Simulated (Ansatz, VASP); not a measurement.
**One calculation of Zn, two programs**

```
Zn
1.0
     2.26817   -1.30849    0.00000
     2.26817    1.30849    0.00000
    -1.59172    0.00000    7.00839
Zn
3
Direct
  0.77802 0.77802 0.33450
  0.22198 0.22198 0.66550
  0.00000 0.00000 0.00000
```

Alike in both runs: functional PBEsol; k mesh 10 × 10 × 3; occupations fermi-dirac, width 0.05 eV; no spin polarisation.

|  | VASP | Ansatz |
| --- | --- | --- |
| version | VASP 6.6.1 | Ansatz 0.2.0 |
| potentials or method | VASP PAW PBE potentials, release 64 (Zn) | Ansatz PAW |
| plane-wave cutoff (eV) | 520 | 420 |
| valence electrons in the cell | 36 | 36 |
| task | single point | band structure |

Ansatz gave:

- gap on the k mesh at the Fermi level (eV): none
- pressure (GPa): 1.8
- traceless stress, the component that is largest in VASP (GPa): 2.40
- rms of the force components (eV/Å): 0.008

Estimate VASP's values.

gap on the k mesh at the Fermi level (eV): none; pressure (GPa): 2.3; traceless stress, the component that is largest in VASP (GPa): 2.26; rms of the force components (eV/Å): 0.008.

VASP's potentials were made for PBE, not for PBEsol. Atom by atom the forces differ by 0.000 eV/Å (rms over components). A gap of «none» marks a metal or a gap that the smearing closes. The functional is the same, so the differences come from potentials, cutoffs and numerics.
